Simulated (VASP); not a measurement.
# BiS (Pm-3m) in VASP: further runs

Runs on BiS. Level: PBE. Tasks: single point.

Everything below comes from runs of VASP 6.6.1. Logs are shortened: lines on timing, memory, paths and dates and some standing lists are left out, and cuts for length are marked.

### Step 1. The cell of the first run

The structure is cubic, space group Pm-3m (No. 221). Conventional cell: a = 4.003 Å, b = 4.003 Å, c = 4.003 Å, α = 90.00°, β = 90.00°, γ = 90.00°. Bi (site symmetry m-3m) has 8 S at 3.47 Å and 6 Bi at 4.00 Å within 4.6 Å. Within 4.6 Å of S (site symmetry m-3m) lie 8 Bi at 3.47 Å and 6 S at 4.00 Å.

### Step 2. Single point, PBE

Input file INCAR:

```
SYSTEM = BiS
PREC     = Accurate       ! precision mode
ENCUT    = 520            ! plane-wave cutoff, eV
EDIFF    = 1E-7           ! SCF threshold, eV
ISMEAR   = 0              ! smearing method
SIGMA    = 0.017          ! smearing width, eV
LREAL    = .False.        ! projectors in reciprocal space
LASPH    = .True.         ! aspherical terms in the spheres
NELM     = 80             ! most SCF steps
ALGO     = Normal         ! electronic algorithm
ISIF     = 2              ! what is computed and relaxed
LWAVE    = .False.        ! write WAVECAR
LCHARG   = .False.        ! write CHGCAR
GGA      = PE             ! functional
NBANDS   = 18             ! bands
```

Input file KPOINTS:

```
Automatic mesh
0
Gamma
  7 7 7
  0 0 0
```

Input file POSCAR:

```
BiS
1.0
    4.0029443400      0.0000000000      0.0000000000
    0.0000000000      4.0029443400      0.0000000000
    0.0000000000      0.0000000000      4.0029443400
Bi S
1 1
Direct
    0.5000000000      0.5000000000      0.5000000000
    0.0000000000      0.0000000000      0.0000000000
```

Potentials or basis: VASP PAW PBE potentials, release 64 (Bi_d, S).

Run with:

```bash
$ cat potpaw_PBE.64/Bi_d/POTCAR potpaw_PBE.64/S/POTCAR > POTCAR
$ mpirun -np 1 vasp_std > vasp.out
```

OUTCAR:

```text
SYSTEM = BiS
   PREC = Accurate
   ENCUT = 520
   EDIFF = 1E-7
   ISMEAR = 0
   LREAL = .False.
   LASPH = .True.
   NELM = 80
   ISIF = 2
   GGA = PE

 ion  position               nearest neighbor table
   1  0.500  0.500  0.500-
   2  0.000  0.000  0.000-

  LATTYP: Found a simple cubic cell.
 ALAT       =     4.0029443400

  Lattice vectors:

 A1 = (   4.0029443400,   0.0000000000,   0.0000000000)
 A2 = (   0.0000000000,   4.0029443400,   0.0000000000)
 A3 = (   0.0000000000,   0.0000000000,   4.0029443400)

Analysis of symmetry for initial positions (statically):
=====================================================================
 Subroutine PRICEL returns:
 Original cell was already a primitive cell.

 Routine SETGRP: Setting up the symmetry group for a
 simple cubic supercell.

 Subroutine GETGRP returns: Found 48 space group operations
 (whereof 48 operations were pure point group operations)
 out of a pool of 48 trial point group operations.

The static configuration has the point symmetry O_h .

Analysis of symmetry for dynamics (positions and initial velocities):
=====================================================================
 Subroutine PRICEL returns:
 Original cell was already a primitive cell.

 Routine SETGRP: Setting up the symmetry group for a
 simple cubic supercell.

 Subroutine GETGRP returns: Found 48 space group operations
 (whereof 48 operations were pure point group operations)
 out of a pool of 48 trial point group operations.

The dynamic configuration has the point symmetry O_h .

 Subroutine INISYM returns: Found 48 space group operations
 (whereof 48 operations are pure point group operations),
 and found     1 'primitive' translations

----------------------------------------------------------------------------------------

                                     Primitive cell

  volume of cell :      64.1414

  direct lattice vectors                    reciprocal lattice vectors
     4.002944340  0.000000000  0.000000000     0.249816114  0.000000000  0.000000000
     0.000000000  4.002944340  0.000000000     0.000000000  0.249816114  0.000000000
     0.000000000  0.000000000  4.002944340     0.000000000  0.000000000  0.249816114

  length of vectors
     4.002944340  4.002944340  4.002944340     0.249816114  0.249816114  0.249816114
[... 71 lines left out ...]
   LNONCOLLINEAR =      F non collinear calculations
   LSORBIT =      F    spin-orbit coupling
   LASPH  =      T    aspherical Exc in radial PAW
   ENCUT  =  520.0 eV  38.22 Ry    6.18 a.u.   7.44  7.44  7.44*2*pi/ulx,y,z
   NELM   =     80;   NELMIN=  2; NELMDL= -5     # of ELM steps
   EDIFF  = 0.1E-06   stopping-criterion for ELM
   LREAL  =      F    real-space projection
   EDIFFG = 0.1E-05   stopping-criterion for IOM
   NSW    =      0    number of steps for IOM
   IBRION =     -1    ionic relax: 0-MD 1-quasi-New 2-CG
   NFREE  =      0    steps in history (QN), initial steepest desc. (CG)
   ISIF   =      2    stress and relaxation
   ISYM   =      2    0-nonsym 1-usesym 2-fastsym
   POTIM  = 0.5000    time-step for ionic-motion
   TEBEG  =    0.0;   TEEND  =   0.0 temperature during run
   PSTRESS=    0.0 pullay stress
   NELECT =      21.0000    total number of electrons
   NUPDOWN=      -1.0000    fix difference up-down
   EMIN   =  10.00;   EMAX   =-10.00  energy-range for DOS
   EFERMI =   0.00;   METHOD = LEGACY
   ISMEAR =     0;   SIGMA  =   0.02  broadening in eV -4-tet -1-fermi 0-gaus
   EFERMI_NEDOS =   21; number of points for ismear=-14 and -15
   IALGO  =     38    algorithm
   IMIX   =      4    mixing-type and parameters
     AMIX     =   0.40;   BMIX     =  1.00
     AMIX_MAG =   1.60;   BMIX_MAG =  1.00
  volume/ion in A,a.u.               =      32.07       216.42
  Fermi-wavevector in a.u.,A,eV,Ry     =   1.128327  2.132229 17.321879  1.273122
  Thomas-Fermi vector in A             =   2.265017
   LORBIT       =      0    0 simple, 1 ext, 2 COOP (PROOUT), +10 PAW based schemes
   GGA     = PE    functional components
   LHFCALC =     F    Hartree Fock is set to
   AEXX    =    0.0000 exact exchange contribution
   IVDW    =     0    specifies the selected vdW correction
   LEPSILON=     F    determine dielectric tensor
   LRPA    =     F    only Hartree local field effects (RPA)
 non-spin polarized calculation
 Gauss-broadening in eV      SIGMA  =   0.02
  energy-cutoff  :      520.00
  volume of cell :       64.14
 maximum number of plane-waves:      1751
 NGX is ok and might be reduce to    30
   NGX = 15   NGY = 15   NGZ = 15

 number of electron      21.0000014 magnetization

 Free energy of the ion-electron system (eV)
  ---------------------------------------------------
  ext. energy  EPLUGINS =         0.00000000
  ---------------------------------------------------
  free energy    TOTEN  =        -7.10295049 eV

  energy without entropy =       -7.10256188  energy(sigma->0) =       -7.10275619

 E-fermi :   4.5691     XC(G=0):  -9.1265

 val. band max:        4.4557557933   @ k =   0.2857   0.0000   0.0000
 cond. band min:       4.5818288301   @ k =   0.2857   0.1429   0.1429
 fundamental gap:      0.1260730367
 Fermi energy:         4.5691073774

 k-point     1 :       0.0000    0.0000    0.0000
  band No.  band energies     occupation
      1     -19.2682      2.00000
      2     -19.2682      2.00000
      3     -19.2233      2.00000
      4     -19.2233      2.00000
      5     -19.2233      2.00000
      6      -8.5923      2.00000
[... 397 lines left out ...]
      5     -19.2220      2.00000
      6      -7.0453      2.00000
[... 10 lines left out ...]
     17      17.3897      0.00000
     18      17.6239      0.00000

------------------------ aborting loop because EDIFF is reached ----------------------------------------

  FORCE on cell =-STRESS in cart. coord.  units (eV):
  Direction    XX          YY          ZZ          XY          YZ          ZX
  --------------------------------------------------------------------------------------
  -------------------------------------------------------------------------------------
  Total       -4.3809969     -4.3809969     -4.3809969      0.0000000      0.0000000     -0.0000000
  in kB     -109.4321354   -109.4321354   -109.4321354      0.0000000      0.0000000     -0.0000000
  external PRESSURE =    -109.4321354 kB  Pullay stress =       0.0000000 kB

 VOLUME and BASIS-vectors are now :
 -----------------------------------------------------------------------------
  energy-cutoff  :      520.00
  volume of cell :       64.14
      direct lattice vectors                 reciprocal lattice vectors
     4.002944340  0.000000000  0.000000000     0.249816114  0.000000000  0.000000000
     0.000000000  4.002944340  0.000000000     0.000000000  0.249816114  0.000000000
     0.000000000  0.000000000  4.002944340     0.000000000  0.000000000  0.249816114

 POSITION                                       TOTAL-FORCE (eV/Angst)
 -----------------------------------------------------------------------------------
      2.00147      2.00147      2.00147         0.000000      0.000000      0.000000
      0.00000      0.00000      0.00000         0.000000      0.000000      0.000000
 -----------------------------------------------------------------------------------
    total drift:                                0.000000      0.000000      0.000000

  FREE ENERGIE OF THE ION-ELECTRON SYSTEM (eV)
  ---------------------------------------------------
  free  energy   TOTEN  =        -7.1029504886 eV

  energy  without entropy=       -7.1025618816  energy(sigma->0) =       -7.10275619
```

OSZICAR:

```text
N       E                     dE             d eps       ncg     rms          rms(c)
DAV:   1     0.162129516923E+03    0.16213E+03   -0.10266E+04   720   0.116E+03
DAV:   2     0.632337133084E+01   -0.15581E+03   -0.15160E+03   772   0.314E+02
DAV:   3    -0.751453704834E+01   -0.13838E+02   -0.13602E+02   856   0.948E+01
DAV:   4    -0.792426244596E+01   -0.40973E+00   -0.40644E+00   946   0.171E+01
DAV:   5    -0.793556539027E+01   -0.11303E-01   -0.11302E-01   962   0.274E+00    0.451E+00
DAV:   6    -0.712793976239E+01    0.80763E+00   -0.39558E+00   940   0.751E+00    0.302E+00
DAV:   7    -0.711168004504E+01    0.16260E-01   -0.22234E-01   790   0.231E+00    0.161E+00
DAV:   8    -0.710280832220E+01    0.88717E-02   -0.49097E-02   804   0.124E+00    0.445E-01
DAV:   9    -0.710272629859E+01    0.82024E-04   -0.30873E-03   910   0.237E-01    0.199E-01
DAV:  10    -0.710298634646E+01   -0.26005E-03   -0.44085E-04   792   0.207E-01    0.146E-01
DAV:  11    -0.710294967767E+01    0.36669E-04   -0.75766E-05   954   0.555E-02    0.837E-03
DAV:  12    -0.710295043518E+01   -0.75751E-06   -0.98631E-06   810   0.146E-02    0.381E-03
DAV:  13    -0.710295073919E+01   -0.30400E-06   -0.23762E-06   922   0.603E-03    0.379E-03
DAV:  14    -0.710295055139E+01    0.18780E-06   -0.20335E-07   510   0.235E-03    0.463E-04
DAV:  15    -0.710295048863E+01    0.62758E-07   -0.25438E-08   450   0.108E-03
   1 F= -.71029505E+01 E0= -.71027562E+01  d E =-.388607E-03
```

stdout:

```text
POSCAR found type information on POSCAR BiS
 POSCAR found :  2 types and       2 ions
 scaLAPACK will be used
 LDA part: xc-table for (Slater+PW92), standard interpolation
 POSCAR, INCAR and KPOINTS ok, starting setup
 FFT: planning ... GRIDC
 FFT: planning ... GRID_SOFT
 FFT: planning ... GRID
 WAVECAR not read
 entering main loop
```

Run time: 8.6 s. Hardware: 1 thread of Intel Xeon 6975P-C (Granite Rapids), shared host; peak memory 0.17 GiB.

Results:

| Item | Value |
| --- | --- |
| Free energy | -7.1030 eV |
| Pressure | -10.9 GPa |

Caveat: spin-orbit coupling is left out, which moves the levels of the heavy elements.

(Continued in part 2 of 2.)
